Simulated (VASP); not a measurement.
GaP: single point with r2SCAN

Crystal: GaP.

```xyz
2
Lattice="0.0000 2.7789 2.7789 2.7789 0.0000 2.7789 2.7789 2.7789 0.0000" Properties=species:S:1:pos:R:3 pbc="T T T"
Ga    0.0000    0.0000    0.0000
P     1.3894    1.3894    1.3894
```

This cell differs from its parent crystal: volume changed by +6%.

```
Program             : VASP 6.6.1
Task                : single point
Functional          : r2SCAN
Potentials or basis : VASP PAW PBE potentials, release 64 (Ga_d, P)
Cutoff              : 520 eV
k mesh              : 6 × 6 × 6
Occupations         : gaussian, width 0.01 eV
Spin                : no spin polarisation
```

The pressure is -4.5 GPa. The band gap on the k mesh is 1.84 eV, direct.

Levels at points of the mesh, in eV from the valence-band top:
| k point | band 5 | band 6 | band 7 | band 8 | band 9 | band 10 | band 11 | band 12 | band 13 | band 14 |
| --- | --- | --- | --- | --- | --- | --- | --- | --- | --- | --- |
| (0.00, 0.00, 0.00) | -14.82 | -12.58 | 0.00 | 0.00 | 0.00 | 1.84 | 4.20 | 4.20 | 4.20 | 9.17 |
| (0.50, 0.00, 0.00) | -14.81 | -10.61 | -6.51 | -1.08 | -1.08 | 1.85 | 5.06 | 5.06 | 8.68 | 11.20 |
| (0.50, 0.50, 0.00) | -14.80 | -9.76 | -6.68 | -2.60 | -2.60 | 2.02 | 2.14 | 10.89 | 10.89 | 11.45 |

Wall time 50 s on 1 thread of Intel(R) Xeon(R) 6975P-C (Granite Rapids) (shared host), peak memory 0.16 GiB.

Caveat: the PAW data sets were made with another functional, which shifts forces and pressure a little. A k mesh can miss the band edges.
